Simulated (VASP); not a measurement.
# Rb3Cl (I4/mmm) in VASP: notebook

Rb3Cl is run at these levels: PBE; tasks: single point, relaxation of cell and atoms.

Everything below comes from runs of VASP 6.6.1. Logs are shortened: lines on timing, memory, paths and dates and some standing lists are left out, and cuts for length are marked.

## Step 1: The cell of the first run

The structure is tetragonal, space group I4/mmm (No. 139). The conventional cell has a = 5.117 Å, b = 5.117 Å, c = 11.430 Å, α = 90.00°, β = 90.00°, γ = 90.00°. Within 4.8 Å of Rb (site symmetry 4/mmm) lie 4 Cl at 3.62 Å and 8 Rb at 3.84 Å. Rb (site symmetry -4m2) has 8 Rb at 3.62 to 3.84 Å and 4 Cl at 3.84 Å within 4.8 Å. Within 4.8 Å of Cl (site symmetry 4/mmm) lie 12 Rb at 3.62 to 3.84 Å.

## Step 2: Single point, PBE

The input, INCAR:

```
ALGO = Normal
EDIFF = 1E-6
ENCUT = 520
GGA = PE
ISIF = 2
ISMEAR = 0
LASPH = T
LCHARG = F
LREAL = F
LWAVE = F
NBANDS = 25
NELM = 100
PREC = Accurate
SIGMA = 0.1
```

The input, KPOINTS:

```
k-points
0
Gamma
  6 6 6
```

The input, POSCAR:

```
Rb3Cl
1.0
   -2.5585612047      2.5585612047      5.7152276261
    2.5585612047     -2.5585612047      5.7152276261
    2.5585612047      2.5585612047     -5.7152276261
Rb Cl
3 1
Direct
    0.5000000000      0.5000000000      0.0000000000
    0.2500000000      0.7500000000      0.5000000000
    0.7500000000      0.2500000000      0.5000000000
    0.0000000000      0.0000000000      0.0000000000
```

Potentials or basis: VASP PAW PBE potentials, release 64 (Rb_sv, Cl).

Command:

```console
$ cat potpaw_PBE.64/Rb_sv/POTCAR potpaw_PBE.64/Cl/POTCAR > POTCAR
$ mpirun -np 1 vasp_std > vasp.out
```

OUTCAR:

```text
EDIFF = 1E-6
   ENCUT = 520
   GGA = PE
   ISIF = 2
   ISMEAR = 0
   LASPH = T
   LREAL = F
   NELM = 100
   PREC = Accurate

 ion  position               nearest neighbor table
   1  0.500  0.500  0.000-   4 3.62   4 3.62   4 3.62   4 3.62   3 3.84   2 3.84   3 3.84   3 3.84
                             2 3.84   2 3.84   3 3.84   2 3.84
   2  0.250  0.750  0.500-   3 3.62   3 3.62   3 3.62   3 3.62   4 3.84   1 3.84   4 3.84   1 3.84
                             4 3.84   4 3.84   1 3.84   1 3.84   3 5.72   3 5.72
   3  0.750  0.250  0.500-   2 3.62   2 3.62   2 3.62   2 3.62   4 3.84   1 3.84   4 3.84   4 3.84
                             1 3.84   1 3.84   4 3.84   1 3.84   2 5.72   2 5.72
   4  0.000  0.000  0.000-   1 3.62   1 3.62   1 3.62   1 3.62   3 3.84   2 3.84   3 3.84   2 3.84
                             3 3.84   3 3.84   2 3.84   2 3.84

  LATTYP: Found a body centered tetragonal cell.
 ALAT       =     5.1171224094
 C/A-ratio  =     2.2337662338

  Lattice vectors:

 A1 = (  -2.5585612047,   2.5585612047,   5.7152276261)
 A2 = (   2.5585612047,  -2.5585612047,   5.7152276261)
 A3 = (   2.5585612047,   2.5585612047,  -5.7152276261)

Analysis of symmetry for initial positions (statically):
=====================================================================
 Subroutine PRICEL returns:
 Original cell was already a primitive cell.

 Routine SETGRP: Setting up the symmetry group for a
 body centered tetragonal supercell.

 Subroutine GETGRP returns: Found 16 space group operations
 (whereof 16 operations were pure point group operations)
 out of a pool of 16 trial point group operations.

The static configuration has the point symmetry D_4h.

Analysis of symmetry for dynamics (positions and initial velocities):
=====================================================================
 Subroutine PRICEL returns:
 Original cell was already a primitive cell.

 Routine SETGRP: Setting up the symmetry group for a
 body centered tetragonal supercell.

 Subroutine GETGRP returns: Found 16 space group operations
 (whereof 16 operations were pure point group operations)
 out of a pool of 16 trial point group operations.

The dynamic configuration has the point symmetry D_4h.

 Subroutine INISYM returns: Found 16 space group operations
 (whereof 16 operations are pure point group operations),
 and found     1 'primitive' translations

----------------------------------------------------------------------------------------

                                     Primitive cell

  volume of cell :     149.6529

  direct lattice vectors                    reciprocal lattice vectors
    -2.558561205  2.558561205  5.715227626     0.000000000  0.195422333  0.087485579
     2.558561205 -2.558561205  5.715227626     0.195422333  0.000000000  0.087485579
     2.558561205  2.558561205 -5.715227626     0.195422333  0.195422333  0.000000000

  length of vectors
     6.764340152  6.764340152  6.764340152     0.214111221  0.214111221  0.276368914

  position of ions in fractional coordinates (direct lattice)
     0.500000000  0.500000000  0.000000000
     0.250000000  0.750000000  0.500000000
     0.750000000  0.250000000  0.500000000
     0.000000000  0.000000000  0.000000000

  ion indices of the primitive-cell ions
   primitive index   ion index
                 1           1
                 2           2
                 3           3
                 4           4

----------------------------------------------------------------------------------------

 KPOINTS: k-points

Automatic generation of k-mesh.
 Grid dimensions read from file:
 generate k-points for:    6    6    6

 Generating k-lattice:

  Cartesian coordinates                     Fractional coordinates (reciprocal lattice)
     0.000000000  0.032570389  0.014580930     0.166666667  0.000000000 -0.000000000
     0.032570389  0.000000000  0.014580930     0.000000000  0.166666667 -0.000000000
     0.032570389  0.032570389  0.000000000     0.000000000  0.000000000  0.166666667

  Length of vectors
     0.035685203  0.035685203  0.046061486

  Shift w.r.t. Gamma in fractional coordinates (k-lattice)
     0.000000000  0.000000000  0.000000000

 Subroutine IBZKPT returns following result:
 ===========================================

 Found     30 irreducible k-points:

 Following reciprocal coordinates:
            Coordinates               Weight
  0.000000  0.000000  0.000000      1.000000
  0.166667  0.000000 -0.000000      8.000000
  0.333333  0.000000 -0.000000      8.000000
  0.500000  0.000000  0.000000      4.000000
  0.166667  0.166667 -0.000000      8.000000
  0.333333  0.166667 -0.000000     16.000000
[... 16 lines left out ...]
 -0.333333 -0.333333  0.166667      8.000000
 -0.166667 -0.333333  0.166667      8.000000
 [... further k-points ...]
   k-points           NKPTS =     30   k-points in BZ     NKDIM =     30   number of bands    NBANDS=     25
   number of dos      NEDOS =    301   number of ions     NIONS =      4
   total plane-waves  NPLWV = 125000
   dimension x,y,z NGX =    50 NGY =   50 NGZ =   50
   dimension x,y,z NGXF=   100 NGYF=  100 NGZF=  100
   ions per type =               3   1
   NGX,Y,Z   is equivalent  to a cutoff of  12.29, 12.29, 12.29 a.u.
   NGXF,Y,Z  is equivalent  to a cutoff of  24.58, 24.58, 24.58 a.u.
 SYSTEM =  unknown system
   PREC   = accura    normal or accurate (medium, high low for compatibility)
   ISTART =      0    job   : 0-new  1-cont  2-samecut
   ICHARG =      2    charge: 1-file 2-atom 10-const
   ISPIN  =      1    spin polarized calculation?
   LNONCOLLINEAR =      F non collinear calculations
   LSORBIT =      F    spin-orbit coupling
   LASPH  =      T    aspherical Exc in radial PAW
   ENCUT  =  520.0 eV  38.22 Ry    6.18 a.u.  12.58 12.58 12.58*2*pi/ulx,y,z
   NELM   =    100;   NELMIN=  2; NELMDL= -5     # of ELM steps
   EDIFF  = 0.1E-05   stopping-criterion for ELM
   LREAL  =      F    real-space projection
   EDIFFG = 0.1E-04   stopping-criterion for IOM
   NSW    =      0    number of steps for IOM
   IBRION =     -1    ionic relax: 0-MD 1-quasi-New 2-CG
   NFREE  =      0    steps in history (QN), initial steepest desc. (CG)
   ISIF   =      2    stress and relaxation
   ISYM   =      2    0-nonsym 1-usesym 2-fastsym
   POTIM  = 0.5000    time-step for ionic-motion
   TEBEG  =    0.0;   TEEND  =   0.0 temperature during run
   PSTRESS=    0.0 pullay stress
   NELECT =      34.0000    total number of electrons
   NUPDOWN=      -1.0000    fix difference up-down
   EMIN   =  10.00;   EMAX   =-10.00  energy-range for DOS
   EFERMI =   0.00;   METHOD = LEGACY
   ISMEAR =     0;   SIGMA  =   0.10  broadening in eV -4-tet -1-fermi 0-gaus
   EFERMI_NEDOS =   21; number of points for ismear=-14 and -15
   IALGO  =     38    algorithm
   IMIX   =      4    mixing-type and parameters
     AMIX     =   0.40;   BMIX     =  1.00
     AMIX_MAG =   1.60;   BMIX_MAG =  1.00
  volume/ion in A,a.u.               =      37.41       252.48
  Fermi-wavevector in a.u.,A,eV,Ry     =   0.998940  1.887723 13.576998  0.997881
  Thomas-Fermi vector in A             =   2.131197
   LORBIT       =      0    0 simple, 1 ext, 2 COOP (PROOUT), +10 PAW based schemes
   GGA     = PE    functional components
   LHFCALC =     F    Hartree Fock is set to
   AEXX    =    0.0000 exact exchange contribution
   IVDW    =     0    specifies the selected vdW correction
   LEPSILON=     F    determine dielectric tensor
   LRPA    =     F    only Hartree local field effects (RPA)
 non-spin polarized calculation
 Gauss-broadening in eV      SIGMA  =   0.10
  energy-cutoff  :      520.00
  volume of cell :      149.65
 maximum number of plane-waves:      4085
   NGX = 25   NGY = 25   NGZ = 25

 number of electron      33.9999999 magnetization

 Free energy of the ion-electron system (eV)
  ---------------------------------------------------
  ext. energy  EPLUGINS =         0.00000000
  ---------------------------------------------------
  free energy    TOTEN  =        -6.04048116 eV

  energy without entropy =       -6.02718290  energy(sigma->0) =       -6.03383203

 E-fermi :   3.4024     XC(G=0):  -7.7796

 val. band max:        3.3987485393   @ k =   0.3333   0.1667   0.1667
 cond. band min:       3.4110200129   @ k =  -0.3333  -0.3333   0.1667
 fundamental gap:      0.0122714736
 Fermi energy:         3.4023936975

 k-point     1 :       0.0000    0.0000    0.0000
  band No.  band energies     occupation
      1     -26.2338      2.00000
      2     -26.0870      2.00000
      3     -26.0366      2.00000
      4     -13.5454      2.00000
      5     -10.7568      2.00000
      6     -10.6290      2.00000
[... 17 lines left out ...]
     24       6.2150      0.00000
     25       6.2150      0.00000

 k-point     2 :       0.1667    0.0000   -0.0000
  band No.  band energies     occupation
      1     -26.2202      2.00000
      2     -26.0895      2.00000
      3     -26.0474      2.00000
      4     -13.5513      2.00000
      5     -10.7425      2.00000
      6     -10.5900      2.00000
[... 17 lines left out ...]
     24       6.1798      0.00000
     25       6.6433      0.00000

 k-point     3 :       0.3333    0.0000   -0.0000
  band No.  band energies     occupation
      1     -26.1846      2.00000
      2     -26.0971      2.00000
      3     -26.0747      2.00000
      4     -13.5638      2.00000
      5     -10.6765      2.00000
      6     -10.5012      2.00000
[... 552 lines left out ...]
 k-point    23 :      -0.3333   -0.3333    0.1667
  band No.  band energies     occupation
      1     -26.1895      2.00000
      2     -26.1107      2.00000
      3     -26.0568      2.00000
      4     -13.5645      2.00000
      5     -10.7240      2.00000
      6     -10.5610      2.00000
[... 17 lines left out ...]
     24       6.4697      0.00000
     25       6.9459      0.00000

 k-point    24 :      -0.1667   -0.3333    0.1667
  band No.  band energies     occupation
      1     -26.2079      2.00000
      2     -26.1022      2.00000
      3     -26.0474      2.00000
      4     -13.5593      2.00000
      5     -10.6684      2.00000
      6     -10.6339      2.00000
[... 17 lines left out ...]
     24       6.8799      0.00000
     25       7.0945      0.00000

 [... further k-points ...]

------------------------ aborting loop because EDIFF is reached ----------------------------------------

  FORCE on cell =-STRESS in cart. coord.  units (eV):
  Direction    XX          YY          ZZ          XY          YZ          ZX
  --------------------------------------------------------------------------------------
  -------------------------------------------------------------------------------------
  Total        4.4986211      4.4986211      5.2412034      0.0000000      0.0000000      0.0000000
  in kB       48.1620373     48.1620373     56.1120910      0.0000000      0.0000000      0.0000000
  external PRESSURE =      50.8120552 kB  Pullay stress =       0.0000000 kB

 VOLUME and BASIS-vectors are now :
 -----------------------------------------------------------------------------
  energy-cutoff  :      520.00
  volume of cell :      149.65
      direct lattice vectors                 reciprocal lattice vectors
    -2.558561205  2.558561205  5.715227626     0.000000000  0.195422333  0.087485579
     2.558561205 -2.558561205  5.715227626     0.195422333  0.000000000  0.087485579
     2.558561205  2.558561205 -5.715227626     0.195422333  0.195422333  0.000000000

 POSITION                                       TOTAL-FORCE (eV/Angst)
 -----------------------------------------------------------------------------------
      0.00000      0.00000      5.71523        -0.000000     -0.000000      0.000000
      2.55856      0.00000      2.85761        -0.000000     -0.000000     -0.000000
      0.00000      2.55856      2.85761         0.000000      0.000000      0.000000
      0.00000      0.00000      0.00000        -0.000000     -0.000000      0.000000
 -----------------------------------------------------------------------------------
    total drift:                               -0.000000      0.000000     -0.000000

  FREE ENERGIE OF THE ION-ELECTRON SYSTEM (eV)
  ---------------------------------------------------
  free  energy   TOTEN  =        -6.0404811633 eV

  energy  without entropy=       -6.0271828998  energy(sigma->0) =       -6.03383203
```

Wall time 4.5 min (1 thread of Intel Xeon 8259CL, shared host); peak memory 0.38 GiB.

What came out:

```yaml
Free_energy: -6.0405 eV
Pressure: 5.1 GPa
Band_gap_on_the_k_mesh: zero (bands 17 and 18 overlap by 0.77 eV)
```

Stress tensor (GPa, compression positive):
```
4.82 0.00 0.00
0.00 4.82 0.00
0.00 0.00 5.61
```

Levels at points of the mesh, in eV from the Fermi level:
```tsv
k point	band 15	band 16	band 17	band 18	band 19	band 20
(0.00, 0.00, 0.00)	-5.30	-5.30	-2.32	0.25	0.39	1.48
(0.50, 0.00, 0.00)	-5.40	-5.38	-0.18	0.26	1.70	1.72
(0.50, 0.50, 0.00)	-5.37	-5.34	0.09	0.10	1.18	1.62
(0.50, 0.50, 0.50)	-5.26	-5.26	-0.82	-0.63	0.36	0.48
```

Caveat: the cell stands under pressure.

(Part 1 of 2 ends here.)

The gap in the log of VASP goes by the Fermi energy; the results here count the filled bands.